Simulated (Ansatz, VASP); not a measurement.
**H4CO: VASP beside Ansatz**

The input INCAR:

```
PREC = Accurate
ENCUT = 520
EDIFF = 1E-6
ISMEAR = 0
SIGMA = 0.1
LREAL = False
LASPH = True
NELM = 100
ALGO = Normal
ISIF = 2
LWAVE = False
LCHARG = False
LDIPOL = True
IDIPOL = 3
DIPOL = 0.5 0.5 0.630
GGA = PE
IVDW = 12
NBANDS = 16
```

Contents of KPOINTS:

```
Automatic mesh
0
Gamma
  4 4 1
```

Contents of POSCAR:

```
H4CO
1.0
    5.4721979736      0.0000000000      0.0000000000
   -1.8240659912      5.1592377269      0.0000000000
    0.0000000000      0.0000000000     24.4393309356
C O H
1 1 4
Direct
    0.5532383109      0.7391520819      0.6377597720
    0.7786753308      0.7872083606      0.6032922814
    0.6157032160      0.7888858084      0.6802738249
    0.4432202222      0.5322751997      0.6338801000
    0.4320305384      0.8516473420      0.6233569272
    0.8762086704      0.9751131168      0.6007423742
```

Input for Ansatz:

```yaml
crystal:
  lattice:
    - [5.4721979736, 0.0, 0.0]
    - [-1.8240659912, 5.1592377269, 0.0]
    - [0.0, 0.0, 24.4393309356]
  atoms:
    - { symbol: C, position: [0.5532383109, 0.7391520819, 0.637759772] }
    - { symbol: O, position: [0.7786753308, 0.7872083606, 0.6032922814] }
    - { symbol: H, position: [0.615703216, 0.7888858084, 0.6802738249] }
    - { symbol: H, position: [0.4432202222, 0.5322751997, 0.6338801] }
    - { symbol: H, position: [0.4320305384, 0.851647342, 0.6233569272] }
    - { symbol: H, position: [0.8762086704, 0.9751131168, 0.6007423742] }
basis:
  ecutwfc: 420
kpoints:
  mp_grid: { grid: [4, 4, 1] }
hamiltonian:
  xc: pbe
  dispersion: d3bj
scf:
  occupations: { method: gaussian, width: 0.1 }
output:
  forces: true
  eigenvalues: true
  write_density: true
  volumetric_format: npy
efield:
  axis: 3
  dipole_correction: true
  ramp_width: 0.04
```

Alike in both runs: task single point; functional PBE; dispersion D3(BJ); k mesh 4 × 4 × 1; occupations gaussian, width 0.1 eV; no spin polarisation.

|  | VASP | Ansatz |
| --- | --- | --- |
| version | VASP 6.6.1 | Ansatz 0.2.0 |
| potentials or method | VASP PAW PBE potentials, release 64 (C, O, H), cutoff 520 eV | scalar-relativistic, plane waves, PAW |
| valence electrons in the cell | 14 | 14 |

```tsv
	VASP	Ansatz	Ansatz less VASP
gap on the k mesh at the Fermi level (eV)	4.72	4.72	+0.009
rms of the force components (eV/Å)	0.337	0.367	+0.0301
```

Atom by atom the forces differ by 0.043 eV/Å (rms over components).
